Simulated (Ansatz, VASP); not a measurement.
## Hg in VASP and in Ansatz

```
Hg
1.0
     4.54000    0.00000    0.00000
    -2.27000    3.93176    0.00000
     0.00000    0.00000    3.87000
Hg
3
Direct
  0.33333 0.66667 0.50000
  0.00000 0.00000 0.00000
  0.66667 0.33333 0.50000
```

Alike in both runs: task single point; functional r2SCAN; k mesh 6 × 6 × 6; occupations gaussian, width 0.1 eV; no spin polarisation.

|  | VASP | Ansatz |
| --- | --- | --- |
| version | VASP 6.6.1 | Ansatz 0.2.0 |
| potentials or method | VASP PAW PBE potentials, release 64 (Hg), cutoff 520 eV | scalar-relativistic, plane waves, PAW |
| valence electrons in the cell | 36 | 60 |

Ansatz gave:

```
gap on the k mesh at the Fermi level (eV)                     : none
pressure (GPa)                                                : 11.3
traceless stress, the component that is largest in VASP (GPa) : -7.46
```

What did VASP give for the same quantities?

gap on the k mesh at the Fermi level (eV): none; pressure (GPa): 12.4; traceless stress, the component that is largest in VASP (GPa): -8.15.

VASP's potentials were made for PBE, not for r2SCAN. A gap of «none» marks a metal or a gap that the smearing closes. VASP's potentials hold 36 valence electrons a cell and Ansatz's 60, so a difference there can come from the potentials and not from the codes.

Spin-orbit coupling is off throughout.
